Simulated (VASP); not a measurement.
# Al3GaN4 (Pm) in VASP: a series of runs

Al3GaN4 is run at these levels: r2SCAN; tasks: single point.

Program: VASP 6.6.1. These are calculated values, not measurements. Logs are shortened: lines on timing, memory, paths and dates and some standing lists are left out, and cuts for length are marked.

**1. The cell of the first run**

It takes space group Pm (No. 6, monoclinic). The conventional cell has a = 5.038 Å, b = 3.125 Å, c = 12.321 Å, α = 90.00°, β = 90.03°, γ = 90.00°. Al (site symmetry m) has 4 N at 1.88 to 1.90 Å within 2.5 Å. Within 2.5 Å of Al (site symmetry m) lie 4 N at 1.88 to 1.90 Å. Al (site symmetry m) has 4 N at 1.89 to 1.90 Å within 2.5 Å. Within 2.5 Å of Al (site symmetry m) lie 4 N at 1.89 to 1.90 Å. Al (site symmetry m) has 3 N at 1.90 Å within 2.5 Å. Al (site symmetry m) has 4 N at 1.89 to 1.90 Å within 2.5 Å. Ga (site symmetry m) has 3 N at 1.93 to 1.96 Å within 2.6 Å. Within 2.6 Å of Ga (site symmetry m) lie 4 N at 1.93 to 1.96 Å.

**2. Single point, r2SCAN (the distance across one plane changed)**

POSCAR reads:

```
Al3GaN4
1.0
   -5.0380822009      0.0000000000     -0.0000609628
    0.0000000000     -3.1249488261      0.0000000000
   -0.0065996353      0.0000000000     12.3207859610
Al Ga N
6 2 8
Direct
    0.4999083679      0.5000000000      0.7326201933
    0.4998304290      0.5000000000      0.2934929329
    0.9993578169      0.5000000000      0.1475476101
    0.9994357558      0.5000000000      0.5866748705
    0.9991385163      1.0000000000      0.8048080555
    0.9990605774      1.0000000000      0.3656807951
    0.5005183521      1.0000000000      0.0734679511
    0.5005962910      1.0000000000      0.5125952115
    0.8893060696      1.0000000000      0.0735173740
    0.8893840085      1.0000000000      0.5126446344
    0.8774544306      0.5000000000      0.7325662760
    0.8773764917      0.5000000000      0.2934390155
    0.3746130387      0.5000000000      0.1500853570
    0.3746909776      0.5000000000      0.5892126174
    0.3767286049      1.0000000000      0.8022700254
    0.3766506660      1.0000000000      0.3631427650
```

INCAR.step1 reads:

```
SYSTEM = Al3GaN4
  PREC = Accurate
  ENCUT = 520
  ISMEAR = 0
  SIGMA = 0.05
  LREAL = Auto
  LASPH = .TRUE.
  NELM = 100
  NBANDS = 56
  GGA = PE
  ALGO = Normal
  EDIFF = 1E-4
  LWAVE = .TRUE.
  LCHARG = .FALSE.
```

INCAR.step2 reads:

```
SYSTEM = Al3GaN4
  PREC = Accurate
  ENCUT = 520
  EDIFF = 1E-7
  ISMEAR = 0
  SIGMA = 0.05
  LREAL = Auto
  LASPH = .TRUE.
  NELM = 100
  ALGO = Normal
  ISIF = 2
  LWAVE = .FALSE.
  LCHARG = .FALSE.
  METAGGA = R2SCAN
  LMIXTAU = .TRUE.
  NBANDS = 56
  ISTART = 1
```

KPOINTS reads:

```
Automatic mesh
0
G
  5 7 2
  0 0 0
```

Potentials or basis: VASP PAW PBE potentials, release 64 (Al, Ga_d, N).

Started as:

```console
$ cat potpaw_PBE.64/Al/POTCAR potpaw_PBE.64/Ga_d/POTCAR potpaw_PBE.64/N/POTCAR > POTCAR
$ cp INCAR.step1 INCAR
$ mpirun -np 1 vasp_std > vasp.out
$ cp INCAR.step2 INCAR
$ mpirun -np 1 vasp_std > vasp.out
```

OUTCAR:

```text
SYSTEM = Al3GaN4
   PREC = Accurate
   ENCUT = 520
   EDIFF = 1E-7
   ISMEAR = 0
   LREAL = Auto
   LASPH = .TRUE.
   NELM = 100
   ISIF = 2
   METAGGA = R2SCAN
   ISTART = 1

 ion  position               nearest neighbor table
   1  0.500  0.500  0.733-  14 1.88  15 1.89  15 1.89  11 1.90   5 3.09   5 3.09   4 3.09   5 3.10
                             5 3.10   4 3.10   8 3.13   8 3.13
   2  0.500  0.500  0.293-  13 1.88  16 1.89  16 1.89  12 1.90   6 3.09   6 3.09   3 3.09   6 3.10
                             6 3.10   3 3.10   8 3.12   8 3.12   7 3.13   7 3.13
   3  0.999  0.500  0.148-  13 1.89   9 1.89   9 1.89  12 1.90   2 3.09   7 3.10   7 3.10   2 3.10
                             7 3.11   7 3.11   6 3.11   6 3.11
   4  0.999  0.500  0.587-  14 1.89  10 1.89  10 1.89  11 1.90   1 3.09   8 3.10   8 3.10   1 3.10
                             8 3.11   8 3.11   5 3.11   5 3.11   6 3.14   6 3.14
   5  0.999  0.000  0.805-  11 1.90  11 1.90  15 1.90   1 3.09   1 3.09   1 3.10   1 3.10   4 3.11
                             4 3.11
   6  0.999  0.000  0.366-  10 1.89  12 1.90  12 1.90  16 1.90   2 3.09   2 3.09   8 3.09   2 3.10
                             2 3.10   3 3.11   3 3.11   8 3.11   4 3.14   4 3.14
   7  0.501  0.000  0.073-  13 1.93  13 1.93   9 1.96   3 3.10   3 3.10   3 3.11   3 3.11   2 3.13
                             2 3.13
   8  0.501  0.000  0.513-  14 1.93  14 1.93  16 1.94  10 1.96   6 3.09   4 3.10   4 3.10   4 3.11
                             4 3.11   6 3.11   2 3.12   2 3.12   1 3.13   1 3.13
   9  0.889  0.000  0.074-   3 1.89   3 1.89   7 1.96
  10  0.889  0.000  0.513-   4 1.89   4 1.89   6 1.89   8 1.96
  11  0.877  0.500  0.733-   4 1.90   5 1.90   5 1.90   1 1.90
  12  0.877  0.500  0.293-   3 1.90   6 1.90   6 1.90   2 1.90
  13  0.375  0.500  0.150-   2 1.88   3 1.89   7 1.93   7 1.93
  14  0.375  0.500  0.589-   1 1.88   4 1.89   8 1.93   8 1.93
  15  0.377  0.000  0.802-   1 1.89   1 1.89   5 1.90
  16  0.377  0.000  0.363-   2 1.89   2 1.89   6 1.90   8 1.94

  LATTYP: Found a simple monoclinic cell.
 ALAT       =     5.0380822013
 B/A-ratio  =     0.6202655497
 C/A-ratio  =     2.4455313027
 COS(beta)  =    -0.0005235500

  Lattice vectors:

 A1 = (  -5.0380822009,   0.0000000000,  -0.0000609628)
 A2 = (   0.0000000000,   3.1249488261,   0.0000000000)
 A3 = (   0.0065996353,   0.0000000000, -12.3207859610)

Analysis of symmetry for initial positions (statically):
=====================================================================
 Subroutine PRICEL returns:
 Original cell was already a primitive cell.

 Routine SETGRP: Setting up the symmetry group for a
 simple monoclinic supercell.

 Subroutine GETGRP returns: Found  2 space group operations
 (whereof  2 operations were pure point group operations)
 out of a pool of  4 trial point group operations.

The static configuration has the point symmetry C_1h.

Analysis of symmetry for dynamics (positions and initial velocities):
=====================================================================
 Subroutine PRICEL returns:
 Original cell was already a primitive cell.

 Routine SETGRP: Setting up the symmetry group for a
 simple monoclinic supercell.

 Subroutine GETGRP returns: Found  2 space group operations
 (whereof  2 operations were pure point group operations)
 out of a pool of  4 trial point group operations.

The dynamic configuration has the point symmetry C_1h.

 Subroutine INISYM returns: Found  2 space group operations
 (whereof  2 operations are pure point group operations),
 and found     1 'primitive' translations

----------------------------------------------------------------------------------------

                                     Primitive cell

  volume of cell :     193.9754

  direct lattice vectors                    reciprocal lattice vectors
    -5.038082201  0.000000000 -0.000060963    -0.198488225  0.000000000 -0.000106320
     0.000000000 -3.124948826  0.000000000     0.000000000 -0.320005240  0.000000000
    -0.006599635  0.000000000 12.320785961    -0.000000982  0.000000000  0.081163653

  length of vectors
     5.038082201  3.124948826 12.320787729     0.198488253  0.320005240  0.081163653

  position of ions in fractional coordinates (direct lattice)
     0.499908368  0.500000000  0.732620193
     0.499830429  0.500000000  0.293492933
     0.999357817  0.500000000  0.147547610
     0.999435756  0.500000000  0.586674870
     0.999138516  0.000000000  0.804808055
     0.999060577  0.000000000  0.365680795
[... 8 lines left out ...]
     0.376728605  0.000000000  0.802270025
     0.376650666  0.000000000  0.363142765

  ion indices of the primitive-cell ions
   primitive index   ion index
                 1           1
                 2           2
                 3           3
                 4           4
                 5           5
                 6           6
[... 8 lines left out ...]
                15          15
                16          16

----------------------------------------------------------------------------------------

 KPOINTS: Automatic mesh

Automatic generation of k-mesh.
 Grid dimensions read from file:
 generate k-points for:    5    7    2

 Generating k-lattice:

  Cartesian coordinates                     Fractional coordinates (reciprocal lattice)
    -0.039697645  0.000000000 -0.000021264     0.200000000  0.000000000  0.000000000
     0.000000000 -0.045715034  0.000000000     0.000000000  0.142857143  0.000000000
    -0.000000491  0.000000000  0.040581826     0.000000000  0.000000000  0.500000000

  Length of vectors
     0.039697651  0.045715034  0.040581826

  Shift w.r.t. Gamma in fractional coordinates (k-lattice)
     0.000000000  0.000000000  0.000000000

 Subroutine IBZKPT returns following result:
 ===========================================

 Found     24 irreducible k-points:

 Following reciprocal coordinates:
            Coordinates               Weight
  0.000000  0.000000  0.000000      1.000000
  0.200000  0.000000 -0.000000      2.000000
  0.400000  0.000000 -0.000000      2.000000
  0.000000  0.142857  0.000000      2.000000
  0.200000  0.142857 -0.000000      4.000000
  0.400000  0.142857 -0.000000      4.000000
[... 16 lines left out ...]
  0.200000  0.428571  0.500000      4.000000
  0.400000  0.428571  0.500000      4.000000
   k-points           NKPTS =     24   k-points in BZ     NKDIM =     24   number of bands    NBANDS=     56
   number of dos      NEDOS =    301   number of ions     NIONS =     16
   total plane-waves  NPLWV =  92160
   dimension x,y,z NGX =    40 NGY =   24 NGZ =   96
   dimension x,y,z NGXF=    80 NGYF=   48 NGZF=  192
   ions per type =               6   2   8
   NGX,Y,Z   is equivalent  to a cutoff of  13.20, 12.77, 12.95 a.u.
   NGXF,Y,Z  is equivalent  to a cutoff of  26.40, 25.54, 25.91 a.u.
 SYSTEM =  Al3GaN4
   PREC   = accura    normal or accurate (medium, high low for compatibility)
   ISTART =      1    job   : 0-new  1-cont  2-samecut
   ICHARG =      0    charge: 1-file 2-atom 10-const
   ISPIN  =      1    spin polarized calculation?
   LNONCOLLINEAR =      F non collinear calculations
   LSORBIT =      F    spin-orbit coupling
   LASPH  =      T    aspherical Exc in radial PAW
   ENCUT  =  520.0 eV  38.22 Ry    6.18 a.u.   9.37  5.81 22.91*2*pi/ulx,y,z
   NELM   =    100;   NELMIN=  2; NELMDL=  0     # of ELM steps
   EDIFF  = 0.1E-06   stopping-criterion for ELM
   LREAL  =      T    real-space projection
   EDIFFG = 0.1E-05   stopping-criterion for IOM
   NSW    =      0    number of steps for IOM
   IBRION =     -1    ionic relax: 0-MD 1-quasi-New 2-CG
   NFREE  =      0    steps in history (QN), initial steepest desc. (CG)
   ISIF   =      2    stress and relaxation
   ISYM   =      2    0-nonsym 1-usesym 2-fastsym
   POTIM  = 0.5000    time-step for ionic-motion
   TEBEG  =    0.0;   TEEND  =   0.0 temperature during run
   PSTRESS=    0.0 pullay stress
   NELECT =      84.0000    total number of electrons
   NUPDOWN=      -1.0000    fix difference up-down
   EMIN   =  10.00;   EMAX   =-10.00  energy-range for DOS
   EFERMI =   0.00;   METHOD = LEGACY
   ISMEAR =     0;   SIGMA  =   0.05  broadening in eV -4-tet -1-fermi 0-gaus
   EFERMI_NEDOS =   21; number of points for ismear=-14 and -15
   IALGO  =     38    algorithm
   IMIX   =      4    mixing-type and parameters
     AMIX     =   0.40;   BMIX     =  1.00
     AMIX_MAG =   1.60;   BMIX_MAG =  1.00
  volume/ion in A,a.u.               =      12.12        81.81
  Fermi-wavevector in a.u.,A,eV,Ry     =   1.238566  2.340550 20.871951  1.534045
  Thomas-Fermi vector in A             =   2.373086
   LORBIT       =      0    0 simple, 1 ext, 2 COOP (PROOUT), +10 PAW based schemes
   METAGGA = R2SCAN    functional components
   LHFCALC =     F    Hartree Fock is set to
   AEXX    =    0.0000 exact exchange contribution
   IVDW    =     0    specifies the selected vdW correction
   LEPSILON=     F    determine dielectric tensor
   LRPA    =     F    only Hartree local field effects (RPA)
 non-spin polarized calculation
 Gauss-broadening in eV      SIGMA  =   0.05
  energy-cutoff  :      520.00
  volume of cell :      193.98
 maximum number of plane-waves:      5254
 NGX is ok and might be reduce to    40
   NGX = 19   NGY = 11   NGZ = 45

 number of electron      83.9999990 magnetization

 Free energy of the ion-electron system (eV)
  ---------------------------------------------------
  ext. energy  EPLUGINS =         0.00000000
  ---------------------------------------------------
  free energy    TOTEN  =      -154.76476998 eV

  energy without entropy =     -154.76476998  energy(sigma->0) =     -154.76476998

 E-fermi :   4.9850     XC(G=0): -10.9559

 val. band max:        4.7740615098   @ k =   0.0000   0.2857   0.5000
 cond. band min:       6.6485677239   @ k =   0.0000   0.0000   0.0000
 fundamental gap:      1.8745062141
 Fermi energy:         4.9849716134

 k-point     1 :       0.0000    0.0000    0.0000
  band No.  band energies     occupation
      1     -11.8644      2.00000
      2     -11.5085      2.00000
      3     -10.9054      2.00000
      4     -10.4308      2.00000
      5     -10.3609      2.00000
      6     -10.1765      2.00000
[... 46 lines left out ...]
     53      12.7193      0.00000
     54      12.8808      0.00000

 k-point     2 :       0.2000    0.0000   -0.0000
  band No.  band energies     occupation
      1     -11.7500      2.00000
      2     -11.4181      2.00000
      3     -10.8445      2.00000
      4     -10.4740      2.00000
      5     -10.3702      2.00000
      6     -10.1550      2.00000
[... 46 lines left out ...]
     53      13.2312      0.00000
     54      13.5703      0.00000

 k-point     3 :       0.4000    0.0000   -0.0000
  band No.  band energies     occupation
      1     -11.5224      2.00000
      2     -11.1725      2.00000
      3     -10.7576      2.00000
      4     -10.6688      2.00000
      5     -10.4213      2.00000
      6     -10.1365      2.00000
[... 46 lines left out ...]
     53      13.5319      0.00000
     54      14.0871      0.00000
[... 1084 lines left out ...]
 k-point    23 :       0.2000    0.4286    0.5000
  band No.  band energies     occupation
      1     -11.1713      2.00000
      2     -10.6337      2.00000
      3     -10.3755      2.00000
      4     -10.0885      2.00000
      5      -9.9294      2.00000
      6      -9.8678      2.00000
[... 46 lines left out ...]
     53      12.8860      0.00000
     54      13.3309      0.00000

 k-point    24 :       0.4000    0.4286    0.5000
  band No.  band energies     occupation
      1     -11.1442      2.00000
      2     -10.5509      2.00000
      3     -10.2795      2.00000
      4     -10.0955      2.00000
      5      -9.8894      2.00000
      6      -9.8840      2.00000
[... 46 lines left out ...]
     53      13.2458      0.00000
     54      13.5340      0.00000
 [bands above 54 left out]

------------------------ aborting loop because EDIFF is reached ----------------------------------------

  FORCE on cell =-STRESS in cart. coord.  units (eV):
  Direction    XX          YY          ZZ          XY          YZ          ZX
  --------------------------------------------------------------------------------------
  -------------------------------------------------------------------------------------
  Total       -6.6373618     -1.0258736     -7.9733544      0.0000000      0.0000000      0.1517217
  in kB      -54.8225840     -8.4734033    -65.8574754      0.0000000      0.0000000      1.2531751
  external PRESSURE =     -43.0511542 kB  Pullay stress =       0.0000000 kB

 VOLUME and BASIS-vectors are now :
 -----------------------------------------------------------------------------
  energy-cutoff  :      520.00
  volume of cell :      193.98
      direct lattice vectors                 reciprocal lattice vectors
    -5.038082201  0.000000000 -0.000060963    -0.198488225  0.000000000 -0.000106320
     0.000000000 -3.124948826  0.000000000     0.000000000 -0.320005240  0.000000000
    -0.006599635  0.000000000 12.320785961    -0.000000982  0.000000000  0.081163653

 POSITION                                       TOTAL-FORCE (eV/Angst)
 -----------------------------------------------------------------------------------
     -2.52341     -1.56247      9.02643         0.991246      0.000000      1.660756
     -2.52012     -1.56247      3.61603        -0.381728      0.000000      0.320944
     -5.03582     -1.56247      1.81784         0.897980      0.000000     -1.480652
     -5.03911     -1.56247      7.22823        -0.384621      0.000000     -0.151164
     -5.03905      0.00000      9.91581        -1.726846      0.000000     -1.066479
     -5.03576      0.00000      4.50541         0.106366      0.000000     -0.097774
[... 8 lines left out ...]
     -1.90328      0.00000      9.88457         0.804544      0.000000      0.081107
     -1.89999      0.00000      4.47418         0.049476      0.000000     -0.387503
 -----------------------------------------------------------------------------------
    total drift:                                0.116175     -0.000000      0.000942

  FREE ENERGIE OF THE ION-ELECTRON SYSTEM (eV)
  ---------------------------------------------------
  free  energy   TOTEN  =      -154.7647699781 eV

  energy  without entropy=     -154.7647699781  energy(sigma->0) =     -154.76476998
```

Wall time 29 min (1 thread of Oxide Virtual Turin-like, shared host); peak memory 0.38 GiB.

Results:

```yaml
Free_energy: -154.7648 eV
Pressure: -4.3 GPa
Largest_force: 2.030 eV/Å
Band_gap_on_the_k_mesh: 1.87 eV (least direct gap 1.99 eV)
```

Forces in eV/Å, atoms in the order of the input:
```
Al   0.991  0.000  1.661
Al  -0.382  0.000  0.321
Al   0.898  0.000 -1.481
Al  -0.385  0.000 -0.151
Al  -1.727  0.000 -1.066
Al   0.106  0.000 -0.098
Ga  -1.707  0.000  0.560
Ga   0.112  0.000  0.190
N    0.761  0.000  0.051
N   -0.059  0.000  0.202
N    0.236  0.000  1.173
N   -0.055  0.000  0.410
N    0.407  0.000 -1.042
N   -0.052  0.000 -0.423
N    0.805  0.000  0.081
N    0.049  0.000 -0.388
```

Caveat: the cell differs from its parent crystal (the distance across one plane changed); the stress differs along the axes, from -7 to -1 GPa; the PAW data sets were made with another functional, which shifts forces and pressure a little.

[end of part 1 of 2]
